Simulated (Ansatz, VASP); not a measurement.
# Two plane-wave programs on AlGa3N4

Contents of INCAR:

```
PREC = Accurate
ENCUT = 520
EDIFF = 1E-6
ISMEAR = 0
SIGMA = 0.05
LREAL = Auto
LASPH = T
NELM = 100
ALGO = Normal
ISIF = 2
LWAVE = F
LCHARG = T
GGA = PS
LELF = T
LVHAR = T
NBANDS = 76
LUSENCCL = F
```

KPOINTS

```
regular mesh
0
Gamma
  8 5 3
```

Contents of POSCAR:

```
AlGa3N4
1.0
    0.0000000000     -3.1649847989      0.0000000000
    0.0035856878      0.0000000000     -5.4784941327
   10.2853001255      0.0000000000     -0.9130219628
Al Ga N
2 6 8
Direct
    0.5000000000      0.1916722358      0.8456517113
    0.5000000000      0.2750222358      0.3456517113
    0.5000000000      0.6492591977      0.0949083513
    0.5000000000      0.5659091977      0.5949083513
    0.0000000000      0.1526292224      0.0948636924
    0.0000000000      0.0692792224      0.5948636924
    0.0000000000      0.7762611467      0.3452808907
    0.0000000000      0.6929111467      0.8452808907
    0.5000000000      0.5090083489      0.9051843767
    0.5000000000      0.5923583489      0.4051843767
    0.0000000000      0.0228983036      0.9041729896
    0.0000000000      0.1062483036      0.4041729896
    0.0000000000      0.8078498905      0.1555718196
    0.0000000000      0.7244998905      0.6555718196
    0.5000000000      0.3058704335      0.1609661733
    0.5000000000      0.2225204335      0.6609661733
```

Input for Ansatz:

```yaml
crystal:
  lattice:
    - [0.0, -3.1649847989, 0.0]
    - [0.0035856878, 0.0, -5.4784941327]
    - [10.2853001255, 0.0, -0.9130219628]
  atoms:
    - { symbol: Al, position: [0.5, 0.1916722358, 0.8456517113] }
    - { symbol: Al, position: [0.5, 0.2750222358, 0.3456517113] }
    - { symbol: Ga, position: [0.5, 0.6492591977, 0.0949083513] }
    - { symbol: Ga, position: [0.5, 0.5659091977, 0.5949083513] }
    - { symbol: Ga, position: [0.0, 0.1526292224, 0.0948636924] }
    - { symbol: Ga, position: [0.0, 0.0692792224, 0.5948636924] }
    - { symbol: Ga, position: [0.0, 0.7762611467, 0.3452808907] }
    - { symbol: Ga, position: [0.0, 0.6929111467, 0.8452808907] }
    - { symbol: "N", position: [0.5, 0.5090083489, 0.9051843767] }
    - { symbol: "N", position: [0.5, 0.5923583489, 0.4051843767] }
    - { symbol: "N", position: [0.0, 0.0228983036, 0.9041729896] }
    - { symbol: "N", position: [0.0, 0.1062483036, 0.4041729896] }
    - { symbol: "N", position: [0.0, 0.8078498905, 0.1555718196] }
    - { symbol: "N", position: [0.0, 0.7244998905, 0.6555718196] }
    - { symbol: "N", position: [0.5, 0.3058704335, 0.1609661733] }
    - { symbol: "N", position: [0.5, 0.2225204335, 0.6609661733] }
basis:
  ecutwfc: 420
kpoints:
  mp_grid: { grid: [8, 5, 3] }
hamiltonian:
  xc: pbesol
scf:
  occupations: { method: gaussian, width: 0.05 }
output:
  forces: true
  stress: true
  eigenvalues: true
```

Alike in both runs: task single point; functional PBEsol; k mesh 8 × 5 × 3; occupations gaussian, width 0.05 eV; no spin polarisation.

|  | VASP | Ansatz |
| --- | --- | --- |
| version | VASP 6.6.1 | Ansatz 0.2.0 |
| potentials or method | VASP PAW PBE potentials, release 64 (Al, Ga_d, N), cutoff 520 eV | scalar-relativistic, plane waves, PAW |
| valence electrons in the cell | 124 | 124 |

Ansatz gave:

| Property | Result |
| --- | --- |
| gap on the k mesh at the Fermi level (eV) | 1.87 |
| least direct gap on the mesh (eV) | 1.87 |
| pressure (GPa) | -1.0 |
| traceless stress, the component that is largest in VASP (GPa) | 6.92 |
| rms of the force components (eV/Å) | 0.407 |

Question: Estimate VASP's values.

Answer: gap on the k mesh at the Fermi level (eV): 1.89; least direct gap on the mesh (eV): 1.89; pressure (GPa): -1.1; traceless stress, the component that is largest in VASP (GPa): 6.93; rms of the force components (eV/Å): 0.405.

VASP's potentials were made for PBE, not for PBEsol. Atom by atom the forces differ by 0.008 eV/Å (rms over components).
